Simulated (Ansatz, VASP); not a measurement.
Two plane-wave programs on Se

```
Se
1.0
     5.68100    3.27993    1.47633
    -5.68100    3.27993    1.47633
     0.00000   -6.55985    1.47633
Se
6
Direct
  0.28066 0.16251 0.91818
  0.91818 0.28066 0.16251
  0.16251 0.91818 0.28066
  0.71934 0.83749 0.08182
  0.08182 0.71934 0.83749
  0.83749 0.08182 0.71934
```

Alike in both runs: task relaxation of cell and atoms; functional PBE; k mesh 4 × 4 × 4; occupations fermi-dirac, width 0.05 eV; no spin polarisation.

|  | VASP | Ansatz |
| --- | --- | --- |
| version | VASP 6.6.1 | Ansatz 0.2.0 |
| potentials or method | VASP PAW PBE potentials, release 64 (Se), cutoff 600 eV | plane waves (420 eV) with PAW, scalar-relativistic |
| valence electrons in the cell | 36 | 96 |

```tsv
	VASP	Ansatz	Ansatz less VASP
relaxed volume (Å³/atom)	32.91	32.98	+0.069
relaxed length of the cell vector where the two differ most in proportion (Å)	6.657	6.650	-0.0074
```

VASP's potentials hold 36 valence electrons a cell and Ansatz's 96, so a difference there can come from the potentials and not from the codes.

Noted on VASP's run: the volume moved by over 15 % at a fixed basis, so the end points are rough.
